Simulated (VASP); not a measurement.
A run of VASP 6.6.1 is set up as follows.

INCAR

```
PREC = Accurate
ENCUT = 520
EDIFF = 1E-7
ISMEAR = 0
SIGMA = 0.1
LREAL = F
LASPH = T
NELM = 60
ALGO = Normal
ISIF = 2
LWAVE = F
LCHARG = F
GGA = PE
NBANDS = 42
```

Contents of KPOINTS:

```
Automatic mesh
0
Gamma
  6 4 4
```

File POSCAR:

```
ZrTi3C4
1.0
    3.1467555394      0.0000000000      0.0000000000
    0.0000000000      4.4418361744      0.0000000000
    0.0000000000      0.0000000000      6.2666723369
Zr Ti C
1 3 4
Direct
    0.5000000000      0.5000000000      0.5000000000
    0.0000000000      0.0000000000      0.2438795526
    0.0000000000      0.0000000000      0.7561204474
    0.5000000000      0.5000000000      0.0000000000
    0.0000000000      0.5000000000      0.7627916404
    0.5000000000      0.0000000000      0.0000000000
    0.0000000000      0.5000000000      0.2372083596
    0.5000000000      0.0000000000      0.5000000000
```

Potentials or basis: VASP PAW PBE potentials, release 64 (Zr_sv, Ti_sv, C).

Command:

```sh
$ cat potpaw_PBE.64/Zr_sv/POTCAR potpaw_PBE.64/Ti_sv/POTCAR potpaw_PBE.64/C/POTCAR > POTCAR
$ mpirun -np 1 vasp_std > vasp.out
```

What does it give for the pressure?

0.1 GPa.

What does it give for the largest force?

0.005 eV/Å.

Estimate the band gap on the k mesh.

zero (bands 32 and 33 overlap by 1.13 eV).

Forces on the atoms (eV/Å):
```
Zr   0.000  0.000  0.000
Ti   0.000  0.000 -0.001
Ti   0.000  0.000  0.001
Ti   0.000  0.000  0.000
C    0.000  0.000  0.005
C    0.000  0.000  0.000
C    0.000  0.000 -0.005
C    0.000  0.000  0.000
```
